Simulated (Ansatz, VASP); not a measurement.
**Two plane-wave programs on Pt**

```
Pt
1.0
    -1.82885    1.82885    1.18875
     1.82885   -1.82885    1.18875
     1.82885    1.82885   -1.18875
Pt
1
Direct
  0.00000 0.00000 0.00000
```

Alike in both runs: task single point; functional r2SCAN; k mesh 24 × 24 × 24; occupations gaussian, width 0.15 eV; no spin polarisation.

|  | VASP | Ansatz |
| --- | --- | --- |
| version | VASP 6.6.1 | Ansatz 0.2.0 |
| potentials or method | VASP PAW PBE potentials, release 64 (Pt), cutoff 520 eV | scalar-relativistic, plane waves, PAW |
| valence electrons in the cell | 10 | 18 |

```csv
,VASP,Ansatz,Ansatz less VASP
gap on the k mesh at the Fermi level (eV),none,none,-
pressure (GPa),18.8,18.2,-0.58
"traceless stress, the component that is largest in VASP (GPa)",63.18,63.05,-0.130
```

VASP's potentials were made for PBE, not for r2SCAN. A gap of «none» marks a metal or a gap that the smearing closes. VASP's potentials hold 10 valence electrons a cell and Ansatz's 18, so a difference there can come from the potentials and not from the codes.

Neither program's run includes spin-orbit coupling.
